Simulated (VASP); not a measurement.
**PbO2 (fluorite type): single point with r2SCAN**

PbO2 (fluorite type):

```
CELL_PARAMETERS angstrom
0.00000 2.65959 2.65959
2.65959 0.00000 2.65959
2.65959 2.65959 0.00000
ATOMIC_POSITIONS crystal
Pb 0.00000 0.00000 0.00000
O 0.25000 0.25000 0.25000
O 0.75000 0.75000 0.75000
```

```json
{
  "Program": "VASP 6.6.1",
  "Task": "single point",
  "Functional": "r2SCAN",
  "Potentials or basis": "VASP PAW PBE potentials, release 64 (Pb_d, O)",
  "Cutoff": "520 eV",
  "k mesh": "11 × 11 × 11",
  "Occupations": "fermi-dirac, width 0.1 eV",
  "Spin": "no spin polarisation"
}
```

The pressure is 1.2 GPa and the band gap on the k mesh is zero (bands 13 and 14 overlap by 1.29 eV).

Levels at points of the mesh, in eV from the Fermi level:
```tsv
k point	band 11	band 12	band 13	band 14	band 15	band 16
(0.00, 0.00, 0.00)	-2.25	-1.49	-1.49	-1.49	7.61	7.61
```

Run time: 110 s on 1 thread of Intel(R) Xeon(R) Platinum 8488C (Sapphire Rapids), on a shared host, peak memory 0.19 GiB.

Caveat: the PAW data sets were made with another functional, which shifts forces and pressure a little; spin-orbit coupling is left out, which moves the levels of the heavy elements.
